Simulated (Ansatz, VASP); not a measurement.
One calculation of HfO2, two programs

```xyz
12
Lattice="5.2465 0.0000 0.0000 0.0000 5.0304 0.0000 0.0000 0.0000 5.0087" Properties=species:S:1:pos:R:3 pbc="T T T"
Hf    0.1698    1.3444    1.2145
Hf    2.4535    1.3444    3.7188
Hf    2.7931    3.6860    1.2145
Hf    5.0767    3.6860    3.7188
O     1.9346    0.3633    1.8944
O     0.6887    0.3633    4.3988
O     3.8488    2.3142    2.4658
O     4.0210    2.3142    4.9701
O     1.3977    2.7162    4.9701
O     1.2256    2.7162    2.4658
O     4.5578    4.6671    1.8944
O     3.3119    4.6671    4.3988
```

Change from the starting cell: uniaxial_z strain -1.0%.

Alike in both runs: task single point; functional PBE; k mesh 6 × 6 × 6; occupations fermi-dirac, width 0.02 eV; no spin polarisation.

|  | VASP | Ansatz |
| --- | --- | --- |
| version | VASP 6.6.1 | Ansatz 0.2.0 |
| potentials or method | VASP PAW PBE potentials, release 64 (Hf_pv, O) | plane waves, PAW |
| plane-wave cutoff (eV) | 520 | 420 |
| valence electrons in the cell | 88 | 152 |

```csv
,VASP,Ansatz,Ansatz less VASP
gap on the k mesh at the Fermi level (eV),4.44,4.48,+0.045
pressure (GPa),4.6,8.0,+3.37
"traceless stress, the component that is largest in VASP (GPa)",1.73,1.61,-0.117
rms of the force components (eV/Å),0.017,0.028,+0.0109
```

Atom by atom the forces differ by 0.028 eV/Å (rms over components). VASP's potentials hold 88 valence electrons a cell and Ansatz's 152, so a difference there can come from the potentials and not from the codes.

Spin-orbit coupling is off throughout.
